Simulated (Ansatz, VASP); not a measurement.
## Two plane-wave programs on RbBr

```
Rb Br
1.0
     0.00000    3.50869    3.50869
     3.50869    0.00000    3.50869
     3.50869    3.50869    0.00000
Rb Br
1 1
Direct
  0.00000 0.00000 0.00000
  0.50000 0.50000 0.50000
```

Alike in both runs: functional PBE; k mesh 6 × 6 × 6; occupations gaussian, width 0.02 eV; no spin polarisation.

Ansatz relaxed the structure, and its values are those at the end. VASP's run is a single point on that final structure, the one shown.

|  | VASP | Ansatz |
| --- | --- | --- |
| version | VASP 6.6.1 | Ansatz 0.2.0 |
| potentials or method | VASP PAW PBE potentials, release 64 (Rb_sv, Br), cutoff 500 eV | scalar-relativistic, plane waves, PAW |
| valence electrons in the cell | 16 | 16 |

```csv
,VASP,Ansatz,Ansatz less VASP
gap on the k mesh at the Fermi level (eV),4.19,4.19,+0.002
least direct gap on the mesh (eV),4.19,4.19,+0.002
pressure (GPa),0.0,0.0,-0.01
```
